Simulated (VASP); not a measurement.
# Li2Se (Fm-3m) in VASP: further runs

The runs below take Li2Se through single point, with PBE, RPBE.

Program: VASP 6.6.1. These are calculated values, not measurements. Logs are shortened: lines on timing, memory, paths and dates and some standing lists are left out, and cuts for length are marked.

## 1. The cell of the first run

It takes space group Fm-3m (No. 225, cubic). The conventional cell has a = 6.006 Å, b = 6.006 Å, c = 6.006 Å, α = 90.00°, β = 90.00°, γ = 90.00°. Li (site symmetry -43m) has 4 Se at 2.60 Å and 6 Li at 3.00 Å within 3.4 Å. Se (site symmetry m-3m) has 8 Li at 2.60 Å within 3.4 Å.

## 2. Single point, PBE (18.06 Å³/atom)

INCAR reads:

```
SYSTEM = Li2Se
PREC = Accurate
ENCUT = 750
EDIFF = 1E-6
ISMEAR = 0
SIGMA = 0.05
LREAL = .False.
LASPH = .True.
NELM = 120
ALGO = Normal
ISIF = 2
LWAVE = .False.
LCHARG = .False.
GGA = PE
NBANDS = 13
GGA_COMPAT = .False.
```

KPOINTS reads:

```
Automatic mesh
0
Gamma
  10 10 10
  0 0 0
```

POSCAR reads:

```
Li2Se
1.0
    0.0000000000      3.0031987212      3.0031987212
    3.0031987212      0.0000000000      3.0031987212
    3.0031987212      3.0031987212      0.0000000000
Li Se
2 1
Direct
    0.2500000000      0.2500000000      0.2500000000
    0.7500000000      0.7500000000      0.7500000000
    0.0000000000      0.0000000000      0.0000000000
```

Potentials or basis: VASP PAW PBE potentials, release 64 (Li_sv, Se).

Run with:

```console
> cat potpaw_PBE.64/Li_sv/POTCAR potpaw_PBE.64/Se/POTCAR > POTCAR
> mpirun -np 1 vasp_std > vasp.out
```

OUTCAR:

```text
SYSTEM = Li2Se
   PREC = Accurate
   ENCUT = 750
   EDIFF = 1E-6
   ISMEAR = 0
   LREAL = .False.
   LASPH = .True.
   NELM = 120
   ISIF = 2
   GGA = PE

 ion  position               nearest neighbor table
   1  0.250  0.250  0.250-   3 2.60   3 2.60   3 2.60   3 2.60
   2  0.750  0.750  0.750-   3 2.60   3 2.60   3 2.60   3 2.60
   3  0.000  0.000  0.000-   2 2.60   2 2.60   2 2.60   1 2.60   2 2.60   1 2.60   1 2.60   1 2.60

  LATTYP: Found a face centered cubic cell.
 ALAT       =     6.0063974424

  Lattice vectors:

 A1 = (   0.0000000000,   3.0031987212,   3.0031987212)
 A2 = (   3.0031987212,   0.0000000000,   3.0031987212)
 A3 = (   3.0031987212,   3.0031987212,   0.0000000000)

Analysis of symmetry for initial positions (statically):
=====================================================================
 Subroutine PRICEL returns:
 Original cell was already a primitive cell.

 Routine SETGRP: Setting up the symmetry group for a
 face centered cubic supercell.

 Subroutine GETGRP returns: Found 48 space group operations
 (whereof 48 operations were pure point group operations)
 out of a pool of 48 trial point group operations.

The static configuration has the point symmetry O_h .

Analysis of symmetry for dynamics (positions and initial velocities):
=====================================================================
 Subroutine PRICEL returns:
 Original cell was already a primitive cell.

 Routine SETGRP: Setting up the symmetry group for a
 face centered cubic supercell.

 Subroutine GETGRP returns: Found 48 space group operations
 (whereof 48 operations were pure point group operations)
 out of a pool of 48 trial point group operations.

The dynamic configuration has the point symmetry O_h .

 Subroutine INISYM returns: Found 48 space group operations
 (whereof 48 operations are pure point group operations),
 and found     1 'primitive' translations

----------------------------------------------------------------------------------------

                                     Primitive cell

  volume of cell :      54.1729

  direct lattice vectors                    reciprocal lattice vectors
     0.000000000  3.003198721  3.003198721    -0.166489149  0.166489149  0.166489149
     3.003198721  0.000000000  3.003198721     0.166489149 -0.166489149  0.166489149
     3.003198721  3.003198721  0.000000000     0.166489149  0.166489149 -0.166489149

  length of vectors
     4.247164362  4.247164362  4.247164362     0.288367665  0.288367665  0.288367665

  position of ions in fractional coordinates (direct lattice)
     0.250000000  0.250000000  0.250000000
     0.750000000  0.750000000  0.750000000
[... 95 lines left out ...]
   EFERMI_NEDOS =   21; number of points for ismear=-14 and -15
   IALGO  =     38    algorithm
   IMIX   =      4    mixing-type and parameters
     AMIX     =   0.40;   BMIX     =  1.00
     AMIX_MAG =   1.60;   BMIX_MAG =  1.00
  volume/ion in A,a.u.               =      18.06       121.86
  Fermi-wavevector in a.u.,A,eV,Ry     =   0.990546  1.871860 13.349775  0.981181
  Thomas-Fermi vector in A             =   2.122224
   LORBIT       =      0    0 simple, 1 ext, 2 COOP (PROOUT), +10 PAW based schemes
   GGA     = PE    functional components
   LHFCALC =     F    Hartree Fock is set to
   AEXX    =    0.0000 exact exchange contribution
   IVDW    =     0    specifies the selected vdW correction
   LEPSILON=     F    determine dielectric tensor
   LRPA    =     F    only Hartree local field effects (RPA)
 non-spin polarized calculation
 Gauss-broadening in eV      SIGMA  =   0.05
  energy-cutoff  :      750.00
  volume of cell :       54.17
 maximum number of plane-waves:      2565
 NGX is ok and might be reduce to    40
   NGX = 19   NGY = 19   NGZ = 19

 number of electron      12.0000004 magnetization

 Free energy of the ion-electron system (eV)
  ---------------------------------------------------
  ext. energy  EPLUGINS =         0.00000000
  ---------------------------------------------------
  free energy    TOTEN  =       -11.13102238 eV

  energy without entropy =      -11.13102238  energy(sigma->0) =      -11.13102238

 E-fermi :   1.1962     XC(G=0):  -8.2592

 val. band max:        0.9914025131   @ k =   0.0000   0.0000   0.0000
 cond. band min:       3.9669355046   @ k =   0.5000   0.5000   0.0000
 fundamental gap:      2.9755329914
 Fermi energy:         1.1962405760

 k-point     1 :       0.0000    0.0000    0.0000
  band No.  band energies     occupation
      1     -43.7216      2.00000
      2     -43.6980      2.00000
      3     -10.3958      2.00000
      4       0.9914      2.00000
      5       0.9914      2.00000
      6       0.9914      2.00000
      7       4.3720      0.00000
      8       6.6107      0.00000
      9       6.6107      0.00000
     10       6.6107      0.00000
     11      11.5691      0.00000
     12      11.5691      0.00000
     13      11.9082      0.00000
[... 354 lines left out ...]
  band No.  band energies     occupation
      1     -43.7145      2.00000
      2     -43.7041      2.00000
      3     -10.0207      2.00000
      4      -1.0586      2.00000
      5      -0.2443      2.00000
      6      -0.1721      2.00000
      7       4.7463      0.00000
      8       7.2126      0.00000
      9       9.0990      0.00000
     10       9.3528      0.00000
     11      10.8843      0.00000
     12      13.4440      0.00000
     13      14.1994      0.00000

 [... further k-points ...]

------------------------ aborting loop because EDIFF is reached ----------------------------------------

  FORCE on cell =-STRESS in cart. coord.  units (eV):
  Direction    XX          YY          ZZ          XY          YZ          ZX
  --------------------------------------------------------------------------------------
  -------------------------------------------------------------------------------------
  Total       -0.0218949     -0.0218949     -0.0218949      0.0000000      0.0000000      0.0000000
  in kB       -0.6475478     -0.6475478     -0.6475478      0.0000000      0.0000000      0.0000000
  external PRESSURE =      -0.6475478 kB  Pullay stress =       0.0000000 kB

 VOLUME and BASIS-vectors are now :
 -----------------------------------------------------------------------------
  energy-cutoff  :      750.00
  volume of cell :       54.17
      direct lattice vectors                 reciprocal lattice vectors
     0.000000000  3.003198721  3.003198721    -0.166489149  0.166489149  0.166489149
     3.003198721  0.000000000  3.003198721     0.166489149 -0.166489149  0.166489149
     3.003198721  3.003198721  0.000000000     0.166489149  0.166489149 -0.166489149

 POSITION                                       TOTAL-FORCE (eV/Angst)
 -----------------------------------------------------------------------------------
      1.50160      1.50160      1.50160        -0.000000     -0.000000     -0.000000
      4.50480      4.50480      4.50480        -0.000000      0.000000      0.000000
      0.00000      0.00000      0.00000         0.000000     -0.000000      0.000000
 -----------------------------------------------------------------------------------
    total drift:                                0.000000     -0.000000      0.000000

  FREE ENERGIE OF THE ION-ELECTRON SYSTEM (eV)
  ---------------------------------------------------
  free  energy   TOTEN  =       -11.1310223805 eV

  energy  without entropy=      -11.1310223805  energy(sigma->0) =      -11.13102238
```

OSZICAR:

```text
N       E                     dE             d eps       ncg     rms          rms(c)
DAV:   1     0.542101756442E+02    0.54210E+02   -0.65546E+03  1222   0.115E+03
DAV:   2    -0.352407799289E+01   -0.57734E+02   -0.54611E+02  1512   0.223E+02
DAV:   3    -0.110842440112E+02   -0.75602E+01   -0.75135E+01  2209   0.496E+01
DAV:   4    -0.113095631224E+02   -0.22532E+00   -0.22506E+00  1701   0.104E+01
DAV:   5    -0.113127478049E+02   -0.31847E-02   -0.31846E-02  1802   0.122E+00    0.275E+00
DAV:   6    -0.111368649888E+02    0.17588E+00   -0.23946E-01  1520   0.191E+00    0.169E+00
DAV:   7    -0.111227073216E+02    0.14158E-01   -0.11414E-01  1672   0.145E+00    0.739E-01
DAV:   8    -0.111308390581E+02   -0.81317E-02   -0.18002E-02  1560   0.748E-01    0.259E-01
DAV:   9    -0.111307487982E+02    0.90260E-04   -0.47784E-04  1698   0.138E-01    0.191E-01
DAV:  10    -0.111310172484E+02   -0.26845E-03   -0.77760E-04  1427   0.134E-01    0.845E-02
DAV:  11    -0.111310177652E+02   -0.51677E-06   -0.48440E-05  1792   0.427E-02    0.263E-02
DAV:  12    -0.111310270611E+02   -0.92959E-05   -0.21361E-05  1520   0.229E-02    0.341E-02
DAV:  13    -0.111310224820E+02    0.45791E-05   -0.35453E-06  1550   0.118E-02    0.414E-03
DAV:  14    -0.111310223805E+02    0.10155E-06   -0.14868E-07   886   0.273E-03
   1 F= -.11131022E+02 E0= -.11131022E+02  d E =-.435098E-11
```

stdout:

```text
POSCAR found type information on POSCAR LiSe
 POSCAR found :  2 types and       3 ions
 scaLAPACK will be used
 LDA part: xc-table for (Slater+PW92), standard interpolation
 POSCAR, INCAR and KPOINTS ok, starting setup
 FFT: planning ... GRIDC
 FFT: planning ... GRID_SOFT
 FFT: planning ... GRID
 WAVECAR not read
 entering main loop
```

Wall time 90 s (1 thread of Intel Xeon Platinum 8175M at 2.50GHz (Skylake/Cascade Lake), shared host); peak memory 0.26 GiB.

Results:

```
Free energy            : -11.1310 eV
Pressure               : -0.1 GPa
Band gap on the k mesh : 2.98 eV (least direct gap 3.38 eV)
```

A k mesh can miss the band edges.

## 3. Single point, PBE

INCAR reads:

```
PREC     = Accurate       # precision mode
ENCUT    = 750            # plane-wave cutoff, eV
EDIFF    = 1E-6           # SCF threshold, eV
ISMEAR   = 0              # smearing method
SIGMA    = 0.05           # smearing width, eV
LREAL    = F              # projectors in reciprocal space
LASPH    = T              # aspherical terms in the spheres
NELM     = 120            # most SCF steps
ALGO     = Normal         # electronic algorithm
ISIF     = 2              # what is computed and relaxed
LWAVE    = F              # write WAVECAR
LCHARG   = F              # write CHGCAR
GGA      = PE             # functional
NBANDS   = 13             # bands
GGA_COMPAT= F
```

KPOINTS reads:

```
regular mesh
0
Gamma
  10 10 10
```

POSCAR is that of step 2.

Potentials or basis: VASP PAW PBE potentials, release 64 (Li_sv, Se).

Run with:

```console
> cat potpaw_PBE.64/Li_sv/POTCAR potpaw_PBE.64/Se/POTCAR > POTCAR
> mpirun -np 1 vasp_std > vasp.out
```

Run time: 1.9 min. Hardware: 1 thread of Intel Xeon Platinum 8175M at 2.50GHz (Skylake/Cascade Lake), shared host; peak memory 0.26 GiB.

The run converged. Its results:

```yaml
Free_energy: -11.1310 eV
Pressure: -0.1 GPa
Band_gap_on_the_k_mesh: 2.98 eV (least direct gap 3.38 eV)
```

Levels at points of the mesh, in eV from the valence-band top:
```csv
k point,band 2,band 3,band 4,band 5,band 6,band 7,band 8,band 9,band 10,band 11
"(0.00, 0.00, 0.00)",-44.69,-11.39,0.00,0.00,0.00,3.38,5.62,5.62,5.62,10.58
"(0.50, 0.00, 0.00)",-44.70,-11.02,-2.90,-0.52,-0.52,5.10,5.96,5.96,7.94,11.49
"(0.50, 0.50, 0.00)",-44.70,-10.91,-2.27,-1.43,-1.43,2.98,6.16,10.31,10.31,11.38
```

## 4. Single point, PBE

INCAR reads:

```
PREC = Accurate
ENCUT = 750
EDIFF = 1E-6
ISMEAR = 0
SIGMA = 0.005
LREAL = F
LASPH = T
NELM = 120
ALGO = Normal
ISIF = 2
LWAVE = F
LCHARG = T
GGA = PE
LELF = T
LVHAR = T
NBANDS = 13
GGA_COMPAT = F
```

KPOINTS is that of step 3.

POSCAR is that of step 3.

Potentials or basis: VASP PAW PBE potentials, release 64 (Li_sv, Se).

Run with:

```console
> cat potpaw_PBE.64/Li_sv/POTCAR potpaw_PBE.64/Se/POTCAR > POTCAR
> mpirun -np 1 vasp_std > vasp.out
```

OUTCAR:

```text
PREC = Accurate
   ENCUT = 750
   EDIFF = 1E-6
   ISMEAR = 0
   LREAL = F
   LASPH = T
   NELM = 120
   ISIF = 2
   GGA = PE

 ion  position               nearest neighbor table
   1  0.250  0.250  0.250-   3 2.60   3 2.60   3 2.60   3 2.60
   2  0.750  0.750  0.750-   3 2.60   3 2.60   3 2.60   3 2.60
   3  0.000  0.000  0.000-   2 2.60   2 2.60   2 2.60   1 2.60   2 2.60   1 2.60   1 2.60   1 2.60

  LATTYP: Found a face centered cubic cell.
 ALAT       =     6.0063974424
[... 578 lines left out ...]

  FORCE on cell =-STRESS in cart. coord.  units (eV):
  Direction    XX          YY          ZZ          XY          YZ          ZX
  --------------------------------------------------------------------------------------
  -------------------------------------------------------------------------------------
  Total       -0.0218949     -0.0218949     -0.0218949     -0.0000000      0.0000000      0.0000000
  in kB       -0.6475478     -0.6475478     -0.6475478     -0.0000000      0.0000000      0.0000000
  external PRESSURE =      -0.6475478 kB  Pullay stress =       0.0000000 kB

 VOLUME and BASIS-vectors are now :
 -----------------------------------------------------------------------------
  energy-cutoff  :      750.00
  volume of cell :       54.17
      direct lattice vectors                 reciprocal lattice vectors
     0.000000000  3.003198721  3.003198721    -0.166489149  0.166489149  0.166489149
     3.003198721  0.000000000  3.003198721     0.166489149 -0.166489149  0.166489149
     3.003198721  3.003198721  0.000000000     0.166489149  0.166489149 -0.166489149

 POSITION                                       TOTAL-FORCE (eV/Angst)
 -----------------------------------------------------------------------------------
      1.50160      1.50160      1.50160         0.000000      0.000000      0.000000
      4.50480      4.50480      4.50480        -0.000000     -0.000000     -0.000000
      0.00000      0.00000      0.00000        -0.000000      0.000000     -0.000000
 -----------------------------------------------------------------------------------
    total drift:                                0.000000     -0.000000      0.000000

  FREE ENERGIE OF THE ION-ELECTRON SYSTEM (eV)
  ---------------------------------------------------
  free  energy   TOTEN  =       -11.1310223805 eV

  energy  without entropy=      -11.1310223805  energy(sigma->0) =      -11.13102238
```

OSZICAR:

```text
N       E                     dE             d eps       ncg     rms          rms(c)
DAV:   1     0.542111128032E+02    0.54211E+02   -0.65546E+03  1222   0.115E+03
DAV:   2    -0.352407799276E+01   -0.57735E+02   -0.54657E+02  1512   0.223E+02
DAV:   3    -0.110842440112E+02   -0.75602E+01   -0.75135E+01  2209   0.496E+01
DAV:   4    -0.113095631224E+02   -0.22532E+00   -0.22506E+00  1701   0.104E+01
DAV:   5    -0.113127478049E+02   -0.31847E-02   -0.31846E-02  1802   0.122E+00    0.275E+00
DAV:   6    -0.111368649889E+02    0.17588E+00   -0.23946E-01  1520   0.191E+00    0.169E+00
DAV:   7    -0.111227073215E+02    0.14158E-01   -0.11414E-01  1672   0.145E+00    0.739E-01
DAV:   8    -0.111308390581E+02   -0.81317E-02   -0.18002E-02  1560   0.748E-01    0.259E-01
DAV:   9    -0.111307487982E+02    0.90260E-04   -0.47784E-04  1698   0.138E-01    0.191E-01
DAV:  10    -0.111310172484E+02   -0.26845E-03   -0.77760E-04  1427   0.134E-01    0.845E-02
DAV:  11    -0.111310177651E+02   -0.51676E-06   -0.48440E-05  1792   0.427E-02    0.263E-02
DAV:  12    -0.111310270610E+02   -0.92959E-05   -0.21361E-05  1520   0.229E-02    0.341E-02
DAV:  13    -0.111310224820E+02    0.45791E-05   -0.35453E-06  1550   0.118E-02    0.414E-03
DAV:  14    -0.111310223805E+02    0.10150E-06   -0.14868E-07   886   0.273E-03
   1 F= -.11131022E+02 E0= -.11131022E+02  d E =-.850536E-40
```

It took 1.8 min on 1 thread of Intel Xeon Platinum 8175M at 2.50GHz (Skylake/Cascade Lake), shared host; peak memory 0.26 GiB.

Results:

| Property | Result |
| --- | --- |
| Free energy | -11.1310 eV |
| Pressure | -0.1 GPa |
| Band gap on the k mesh | 2.98 eV (least direct gap 3.38 eV) |

A k mesh can miss the band edges. PBE gaps usually lie below the measured ones, often by a third to a half.

## 5. Single point, RPBE

INCAR reads:

```
PREC = Accurate
ENCUT = 750
EDIFF = 1E-6
ISMEAR = 0
SIGMA = 0.05
LREAL = False
LASPH = True
NELM = 120
ALGO = Normal
ISIF = 2
LWAVE = False
LCHARG = False
GGA = RP
NBANDS = 13
GGA_COMPAT = False
```

KPOINTS reads:

```
Automatic mesh
0
Gamma
  10 10 10
```

POSCAR is that of step 4.

Potentials or basis: VASP PAW PBE potentials, release 64 (Li_sv, Se).

Run with:

```console
> cat potpaw_PBE.64/Li_sv/POTCAR potpaw_PBE.64/Se/POTCAR > POTCAR
> mpirun -np 1 vasp_std > vasp.out
```

OUTCAR:

```text
PREC = Accurate
   ENCUT = 750
   EDIFF = 1E-6
   ISMEAR = 0
   LREAL = False
   LASPH = True
   NELM = 120
   ISIF = 2
   GGA = RP

 ion  position               nearest neighbor table
   1  0.250  0.250  0.250-   3 2.60   3 2.60   3 2.60   3 2.60
   2  0.750  0.750  0.750-   3 2.60   3 2.60   3 2.60   3 2.60
   3  0.000  0.000  0.000-   2 2.60   2 2.60   2 2.60   1 2.60   2 2.60   1 2.60   1 2.60   1 2.60

  LATTYP: Found a face centered cubic cell.
 ALAT       =     6.0063974424

  Lattice vectors:

[... 575 lines left out ...]

  FORCE on cell =-STRESS in cart. coord.  units (eV):
  Direction    XX          YY          ZZ          XY          YZ          ZX
  --------------------------------------------------------------------------------------
  -------------------------------------------------------------------------------------
  Total        0.4000468      0.4000468      0.4000468      0.0000000     -0.0000000      0.0000000
  in kB       11.8314818     11.8314818     11.8314818      0.0000000     -0.0000000      0.0000000
  external PRESSURE =      11.8314818 kB  Pullay stress =       0.0000000 kB

 VOLUME and BASIS-vectors are now :
 -----------------------------------------------------------------------------
  energy-cutoff  :      750.00
  volume of cell :       54.17
      direct lattice vectors                 reciprocal lattice vectors
     0.000000000  3.003198721  3.003198721    -0.166489149  0.166489149  0.166489149
     3.003198721  0.000000000  3.003198721     0.166489149 -0.166489149  0.166489149
     3.003198721  3.003198721  0.000000000     0.166489149  0.166489149 -0.166489149

 POSITION                                       TOTAL-FORCE (eV/Angst)
 -----------------------------------------------------------------------------------
      1.50160      1.50160      1.50160         0.000000     -0.000000     -0.000000
      4.50480      4.50480      4.50480        -0.000000     -0.000000      0.000000
      0.00000      0.00000      0.00000         0.000000      0.000000      0.000000
 -----------------------------------------------------------------------------------
    total drift:                                0.000000     -0.000000      0.000000

  FREE ENERGIE OF THE ION-ELECTRON SYSTEM (eV)
  ---------------------------------------------------
  free  energy   TOTEN  =       -10.5810676357 eV

  energy  without entropy=      -10.5810676357  energy(sigma->0) =      -10.58106764
```

Wall time 1.8 min (1 thread of Intel Xeon Platinum 8175M at 2.50GHz (Skylake/Cascade Lake), shared host); peak memory 0.26 GiB.

What came out:

| Item | Value |
| --- | --- |
| Free energy | -10.5811 eV |
| Pressure | 1.2 GPa |
| Band gap on the k mesh | 3.12 eV (least direct gap 3.55 eV) |

Caveat: the PAW data sets were made with another functional, which shifts forces and pressure a little. A k mesh can miss the band edges.

## 6. Overview

| level | smearing | gap on the mesh (eV) | pressure (GPa) |
| --- | --- | --- | --- |
| PBE | gaussian 0.05 eV | 2.98 | -0.1 |
| PBE | gaussian 0.005 eV | 2.98 | -0.1 |
| RPBE | gaussian 0.05 eV | 3.12 | 1.2 |

Alike in all rows: task single point; potentials or basis VASP PAW PBE potentials, release 64 (Li_sv, Se); no spin polarisation; cell as given; k mesh 10 × 10 × 10; cutoff (eV) 750.

On the cell as given the gap runs from 2.98 eV (PBE) to 3.12 eV (RPBE). The pressure there spans -0.1 GPa (PBE) to 1.2 GPa (RPBE); a positive pressure means that this level wants a larger cell, a negative one a smaller.

Caveats: the PAW data sets were made with another functional, which shifts forces and pressure a little (at least some runs).

Total energies depend on the potentials used, so only differences within one code and one set of settings carry meaning.
